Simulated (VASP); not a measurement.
# Si3N4 (P6_3/m) in VASP: further runs

The runs below take Si3N4 through single point, with r2SCAN.

Program: VASP 6.6.1. These are calculated values, not measurements. Logs are shortened: lines on timing, memory, paths and dates and some standing lists are left out, and cuts for length are marked.

## (1) The cell of the first run

It takes space group P6_3/m (No. 176, hexagonal). Conventional cell: a = 7.606 Å, b = 7.606 Å, c = 2.906 Å, α = 90.00°, β = 90.00°, γ = 120.00°. Within 2.3 Å of Si (site symmetry m) lie 4 N at 1.73 to 1.74 Å. Within 2.3 Å of N (site symmetry -6) lie 3 Si at 1.73 Å. Within 2.3 Å of N (site symmetry m) lie 3 Si at 1.73 to 1.74 Å.

## (2) Single point, r2SCAN

File POSCAR:

```
Si3N4
1.0
    7.6056646856      0.0000000000      0.0000000000
   -3.8028323428      6.5866988304      0.0000000000
    0.0000000000      0.0000000000      2.9056457473
Si N
6 8
Direct
    0.2306112143      0.8245680109      0.7500000000
    0.4060432034      0.2306112143      0.2500000000
    0.8245680109      0.5939567966      0.2500000000
    0.1754319891      0.4060432034      0.7500000000
    0.5939567966      0.7693887857      0.7500000000
    0.7693887857      0.1754319891      0.2500000000
    0.3333333333      0.6666666667      0.7500000000
    0.6666666667      0.3333333333      0.2500000000
    0.9687376643      0.6696816967      0.7500000000
    0.2990559676      0.9687376643      0.2500000000
    0.6696816967      0.7009440324      0.2500000000
    0.3303183033      0.2990559676      0.7500000000
    0.0312623357      0.3303183033      0.2500000000
    0.7009440324      0.0312623357      0.7500000000
```

File INCAR.step1:

```
PREC = Accurate
ENCUT = 520
ISMEAR = -1
SIGMA = 0.02
LREAL = F
LASPH = T
NELM = 60
NBANDS = 45
GGA = PE
ALGO = Normal
EDIFF = 1E-4
LWAVE = T
LCHARG = F
```

File INCAR.step2:

```
PREC = Accurate
ENCUT = 520
EDIFF = 1E-7
ISMEAR = -1
SIGMA = 0.02
LREAL = F
LASPH = T
NELM = 60
ALGO = Normal
ISIF = 2
LWAVE = F
LCHARG = F
METAGGA = R2SCAN
LMIXTAU = T
NBANDS = 45
ISTART = 1
```

File KPOINTS:

```
regular mesh
0
Gamma
  6 6 8
```

Potentials or basis: VASP PAW PBE potentials, release 64 (Si, N).

The run is started by

```sh
$ cat potpaw_PBE.64/Si/POTCAR potpaw_PBE.64/N/POTCAR > POTCAR
$ cp INCAR.step1 INCAR
$ mpirun -np 1 vasp_std > vasp.out
$ cp INCAR.step2 INCAR
$ mpirun -np 1 vasp_std > vasp.out
```

OUTCAR:

```text
PREC = Accurate
   ENCUT = 520
   EDIFF = 1E-7
   ISMEAR = -1
   LREAL = F
   LASPH = T
   NELM = 60
   ISIF = 2
   METAGGA = R2SCAN
   ISTART = 1

 ion  position               nearest neighbor table
   1  0.231  0.825  0.750-   7 1.73   9 1.73  10 1.74  10 1.74   5 3.00   4 3.00   3 3.05   3 3.05
                             2 3.05   2 3.05
   2  0.406  0.231  0.250-   8 1.73  10 1.73  12 1.74  12 1.74   6 3.00   3 3.00   4 3.05   4 3.05
                             1 3.05   1 3.05
   3  0.825  0.594  0.250-   8 1.73  11 1.73   9 1.74   9 1.74   2 3.00   6 3.00   5 3.05   5 3.05
                             1 3.05   1 3.05
   4  0.175  0.406  0.750-   7 1.73  12 1.73  13 1.74  13 1.74   5 3.00   1 3.00   2 3.05   2 3.05
                             6 3.05   6 3.05
   5  0.594  0.769  0.750-   7 1.73  14 1.73  11 1.74  11 1.74   1 3.00   4 3.00   3 3.05   3 3.05
                             6 3.05   6 3.05
   6  0.769  0.175  0.250-   8 1.73  13 1.73  14 1.74  14 1.74   2 3.00   3 3.00   4 3.05   4 3.05
                             5 3.05   5 3.05
   7  0.333  0.667  0.750-   1 1.73   4 1.73   5 1.73
   8  0.667  0.333  0.250-   6 1.73   3 1.73   2 1.73
   9  0.969  0.670  0.750-   1 1.73   3 1.74   3 1.74
  10  0.299  0.969  0.250-   2 1.73   1 1.74   1 1.74
  11  0.670  0.701  0.250-   3 1.73   5 1.74   5 1.74
  12  0.330  0.299  0.750-   4 1.73   2 1.74   2 1.74
  13  0.031  0.330  0.250-   6 1.73   4 1.74   4 1.74
  14  0.701  0.031  0.750-   5 1.73   6 1.74   6 1.74

  LATTYP: Found a hexagonal cell.
 ALAT       =     7.6056646856
 C/A-ratio  =     0.3820370562

  Lattice vectors:

 A1 = (   7.6056646856,   0.0000000000,   0.0000000000)
 A2 = (  -3.8028323428,   6.5866988304,   0.0000000000)
 A3 = (   0.0000000000,   0.0000000000,   2.9056457473)

Analysis of symmetry for initial positions (statically):
=====================================================================
 Subroutine PRICEL returns:
 Original cell was already a primitive cell.

 Routine SETGRP: Setting up the symmetry group for a
 hexagonal supercell.

 Subroutine GETGRP returns: Found 12 space group operations
 (whereof  6 operations were pure point group operations)
 out of a pool of 24 trial point group operations.

The static configuration has the point symmetry S_6 .
 The point group associated with its full space group is C_6h.

Analysis of symmetry for dynamics (positions and initial velocities):
=====================================================================
 Subroutine PRICEL returns:
 Original cell was already a primitive cell.

 Routine SETGRP: Setting up the symmetry group for a
 hexagonal supercell.

 Subroutine GETGRP returns: Found 12 space group operations
 (whereof  6 operations were pure point group operations)
 out of a pool of 24 trial point group operations.

The dynamic configuration has the point symmetry S_6 .
 The point group associated with its full space group is C_6h.

 Subroutine INISYM returns: Found 12 space group operations
 (whereof  6 operations are pure point group operations),
 and found     1 'primitive' translations

----------------------------------------------------------------------------------------

                                     Primitive cell

  volume of cell :     145.5619

  direct lattice vectors                    reciprocal lattice vectors
     7.605664686  0.000000000  0.000000000     0.131480948  0.075910560  0.000000000
    -3.802832343  6.586698830  0.000000000     0.000000000  0.151821121  0.000000000
     0.000000000  0.000000000  2.905645747     0.000000000  0.000000000  0.344157577

  length of vectors
     7.605664686  7.605664686  2.905645747     0.151821121  0.151821121  0.344157577

  position of ions in fractional coordinates (direct lattice)
     0.230611214  0.824568011  0.750000000
     0.406043203  0.230611214  0.250000000
     0.824568011  0.593956797  0.250000000
     0.175431989  0.406043203  0.750000000
     0.593956797  0.769388786  0.750000000
[... 32 lines left out ...]
 Grid dimensions read from file:
 generate k-points for:    6    6    8

 Generating k-lattice:

  Cartesian coordinates                     Fractional coordinates (reciprocal lattice)
     0.021913491  0.012651760  0.000000000     0.166666667 -0.000000000  0.000000000
     0.000000000  0.025303520  0.000000000     0.000000000  0.166666667  0.000000000
     0.000000000  0.000000000  0.043019697     0.000000000  0.000000000  0.125000000

  Length of vectors
     0.025303520  0.025303520  0.043019697

  Shift w.r.t. Gamma in fractional coordinates (k-lattice)
     0.000000000  0.000000000  0.000000000

 Subroutine IBZKPT returns following result:
 ===========================================

 Found     40 irreducible k-points:

 Following reciprocal coordinates:
            Coordinates               Weight
  0.000000  0.000000  0.000000      1.000000
  0.166667 -0.000000  0.000000      6.000000
  0.333333 -0.000000  0.000000      6.000000
  0.500000 -0.000000  0.000000      3.000000
  0.166667  0.166667  0.000000      6.000000
  0.333333  0.166667  0.000000      6.000000
[... 16 lines left out ...]
 -0.333333  0.500000 -0.250000     12.000000
  0.333333  0.333333  0.250000      4.000000
 [... further k-points ...]
   k-points           NKPTS =     40   k-points in BZ     NKDIM =     40   number of bands    NBANDS=     45
   number of dos      NEDOS =    301   number of ions     NIONS =     14
   total plane-waves  NPLWV =  86400
   dimension x,y,z NGX =    60 NGY =   60 NGZ =   24
   dimension x,y,z NGXF=   120 NGYF=  120 NGZF=   48
   ions per type =               6   8
   NGX,Y,Z   is equivalent  to a cutoff of  13.11, 13.11, 13.73 a.u.
   NGXF,Y,Z  is equivalent  to a cutoff of  26.23, 26.23, 27.46 a.u.
 SYSTEM =  unknown system
   PREC   = accura    normal or accurate (medium, high low for compatibility)
   ISTART =      1    job   : 0-new  1-cont  2-samecut
   ICHARG =      0    charge: 1-file 2-atom 10-const
   ISPIN  =      1    spin polarized calculation?
   LNONCOLLINEAR =      F non collinear calculations
   LSORBIT =      F    spin-orbit coupling
   LASPH  =      T    aspherical Exc in radial PAW
   ENCUT  =  520.0 eV  38.22 Ry    6.18 a.u.  14.14 14.14  5.40*2*pi/ulx,y,z
   NELM   =     60;   NELMIN=  2; NELMDL=  0     # of ELM steps
   EDIFF  = 0.1E-06   stopping-criterion for ELM
   LREAL  =      F    real-space projection
   EDIFFG = 0.1E-05   stopping-criterion for IOM
   NSW    =      0    number of steps for IOM
   IBRION =     -1    ionic relax: 0-MD 1-quasi-New 2-CG
   NFREE  =      0    steps in history (QN), initial steepest desc. (CG)
   ISIF   =      2    stress and relaxation
   ISYM   =      2    0-nonsym 1-usesym 2-fastsym
   POTIM  = 0.5000    time-step for ionic-motion
   TEBEG  =    0.0;   TEEND  =   0.0 temperature during run
   PSTRESS=    0.0 pullay stress
   NELECT =      64.0000    total number of electrons
   NUPDOWN=      -1.0000    fix difference up-down
   EMIN   =  10.00;   EMAX   =-10.00  energy-range for DOS
   EFERMI =   0.00;   METHOD = LEGACY
   ISMEAR =    -1;   SIGMA  =   0.02  broadening in eV -4-tet -1-fermi 0-gaus
   EFERMI_NEDOS =   21; number of points for ismear=-14 and -15
   IALGO  =     38    algorithm
   IMIX   =      4    mixing-type and parameters
     AMIX     =   0.40;   BMIX     =  1.00
     AMIX_MAG =   1.60;   BMIX_MAG =  1.00
  volume/ion in A,a.u.               =      10.40        70.16
  Fermi-wavevector in a.u.,A,eV,Ry     =   1.244855  2.352436 21.084475  1.549665
  Thomas-Fermi vector in A             =   2.379104
   LORBIT       =      0    0 simple, 1 ext, 2 COOP (PROOUT), +10 PAW based schemes
   METAGGA = R2SCAN    functional components
   LHFCALC =     F    Hartree Fock is set to
   AEXX    =    0.0000 exact exchange contribution
   IVDW    =     0    specifies the selected vdW correction
   LEPSILON=     F    determine dielectric tensor
   LRPA    =     F    only Hartree local field effects (RPA)
 non-spin polarized calculation
  energy-cutoff  :      520.00
  volume of cell :      145.56
 maximum number of plane-waves:      3965
 NGX is ok and might be reduce to    60
   NGX = 29   NGY = 29   NGZ = 11

 number of electron      63.9999992 magnetization

 Free energy of the ion-electron system (eV)
  ---------------------------------------------------
  ext. energy  EPLUGINS =         0.00000000
  ---------------------------------------------------
  free energy    TOTEN  =      -144.16566287 eV

  energy without entropy =     -144.16566287  energy(sigma->0) =     -144.16566287

 E-fermi :   6.9329     XC(G=0): -11.3719

 val. band max:        6.5164406804   @ k =   0.0000   0.0000   0.1250
 cond. band min:      11.5176706733   @ k =   0.0000   0.0000   0.0000
 fundamental gap:      5.0012299929
 Fermi energy:         6.9328906429

 k-point     1 :       0.0000    0.0000    0.0000
  band No.  band energies     occupation
      1     -12.5843      2.00000
      2     -11.1133      2.00000
      3     -11.1133      2.00000
      4     -10.4560      2.00000
      5     -10.3215      2.00000
      6     -10.3215      2.00000
[... 1117 lines left out ...]
     43      15.6275      0.00000
     44      15.6275      0.00000

 [... further k-points ...]

 [bands above 44 left out]

------------------------ aborting loop because EDIFF is reached ----------------------------------------

  FORCE on cell =-STRESS in cart. coord.  units (eV):
  Direction    XX          YY          ZZ          XY          YZ          ZX
  --------------------------------------------------------------------------------------
  -------------------------------------------------------------------------------------
  Total       -0.1312665     -0.1312665     -0.1721221      0.0000010     -0.0000000      0.0000000
  in kB       -1.4448300     -1.4448300     -1.8945220      0.0000105     -0.0000000      0.0000000
  external PRESSURE =      -1.5947273 kB  Pullay stress =       0.0000000 kB

 VOLUME and BASIS-vectors are now :
 -----------------------------------------------------------------------------
  energy-cutoff  :      520.00
  volume of cell :      145.56
      direct lattice vectors                 reciprocal lattice vectors
     7.605664686  0.000000000  0.000000000     0.131480948  0.075910560  0.000000000
    -3.802832343  6.586698830  0.000000000     0.000000000  0.151821121  0.000000000
     0.000000000  0.000000000  2.905645747     0.000000000  0.000000000  0.344157577

 POSITION                                       TOTAL-FORCE (eV/Angst)
 -----------------------------------------------------------------------------------
     -1.38174      5.43118      2.17923        -0.001656      0.000242     -0.000000
      2.21125      1.51897      0.72641        -0.001038     -0.001313     -0.000000
      4.01267      3.91221      0.72641        -0.000618      0.001556     -0.000000
     -0.20984      2.67448      2.17923         0.000618     -0.001556      0.000000
      1.59158      5.06773      2.17923         0.001038      0.001313      0.000000
      5.18457      1.15552      0.72641         0.001656     -0.000242      0.000000
     -0.00000      4.39113      2.17923         0.000000      0.000000      0.000000
      3.80283      2.19557      0.72641         0.000000     -0.000000      0.000000
      4.82121      4.41099      2.17923         0.000379      0.001692      0.000000
     -1.40943      6.38078      0.72641        -0.001276      0.001174      0.000000
      2.42780      4.61691      0.72641         0.001654      0.000518      0.000000
      1.37503      1.96979      2.17923        -0.001654     -0.000518      0.000000
     -1.01837      2.17571      0.72641        -0.000379     -0.001692     -0.000000
      5.21226      0.20592      2.17923         0.001276     -0.001174     -0.000000
 -----------------------------------------------------------------------------------
    total drift:                                0.000000     -0.000000      0.000000

  FREE ENERGIE OF THE ION-ELECTRON SYSTEM (eV)
  ---------------------------------------------------
  free  energy   TOTEN  =      -144.1656628672 eV

  energy  without entropy=     -144.1656628671  energy(sigma->0) =     -144.16566287
```

It took 23 min on 1 thread of Intel Xeon 8259CL, shared host; peak memory 0.42 GiB.

Results:

| Item | Value |
| --- | --- |
| Free energy | -144.1657 eV |
| Pressure | -0.2 GPa |
| Band gap on the k mesh | 5.00 eV (least direct gap 5.20 eV) |

Levels at points of the mesh, in eV from the valence-band top:
| k point | band 30 | band 31 | band 32 | band 33 | band 34 | band 35 |
| --- | --- | --- | --- | --- | --- | --- |
| (0.00, 0.00, 0.00) | -0.46 | -0.40 | -0.19 | 5.00 | 5.28 | 5.57 |
| (0.50, 0.00, 0.00) | -0.80 | -0.32 | -0.25 | 5.27 | 5.39 | 5.57 |
| (0.00, 0.00, 0.50) | -1.67 | -1.35 | -1.35 | 5.35 | 5.35 | 5.35 |
| (0.50, 0.00, 0.50) | -1.55 | -1.07 | -1.07 | 5.45 | 5.45 | 6.52 |

Caveat: the PAW data sets were made with another functional, which shifts forces and pressure a little.

## (3) Single point, r2SCAN

POSCAR is that of step 2.

File INCAR.step1:

```
PREC = Accurate
ENCUT = 520
ISMEAR = 0
SIGMA = 0.01
LREAL = False
LASPH = True
NELM = 60
NBANDS = 45
GGA = PE
ALGO = Normal
EDIFF = 1E-4
LWAVE = True
LCHARG = False
```

File INCAR.step2:

```
PREC = Accurate
ENCUT = 520
EDIFF = 1E-7
ISMEAR = 0
SIGMA = 0.01
LREAL = False
LASPH = True
NELM = 60
ALGO = Normal
ISIF = 2
LWAVE = False
LCHARG = True
METAGGA = R2SCAN
LMIXTAU = True
LELF = True
LVHAR = True
NBANDS = 45
ISTART = 1
```

KPOINTS is that of step 2.

Potentials or basis: VASP PAW PBE potentials, release 64 (Si, N).

The run is started by

```sh
$ cat potpaw_PBE.64/Si/POTCAR potpaw_PBE.64/N/POTCAR > POTCAR
$ cp INCAR.step1 INCAR
$ mpirun -np 1 vasp_std > vasp.out
$ cp INCAR.step2 INCAR
$ mpirun -np 1 vasp_std > vasp.out
```

Run time: 28 min. Hardware: 1 thread of Intel Xeon 8259CL, shared host; peak memory 0.42 GiB.

The run converged. Its results:

| Quantity | Value |
| --- | --- |
| Free energy | -144.1657 eV |
| Pressure | -0.2 GPa |
| Band gap on the k mesh | 5.00 eV (least direct gap 5.20 eV) |

Levels at points of the mesh, in eV from the valence-band top:
```csv
k point,band 28,band 29,band 30,band 31,band 32,band 33,band 34,band 35,band 36,band 37
"(0.00, 0.00, 0.00)",-1.30,-1.30,-0.46,-0.40,-0.19,5.00,5.28,5.57,5.57,5.91
"(0.50, 0.00, 0.00)",-1.73,-1.35,-0.80,-0.32,-0.25,5.27,5.39,5.57,5.97,6.33
"(0.00, 0.00, 0.50)",-1.67,-1.67,-1.67,-1.35,-1.35,5.35,5.35,5.35,5.35,7.98
"(0.50, 0.00, 0.50)",-1.93,-1.55,-1.55,-1.07,-1.07,5.45,5.45,6.52,6.52,6.93
```

Caveat: the PAW data sets were made with another functional, which shifts forces and pressure a little. A k mesh can miss the band edges.
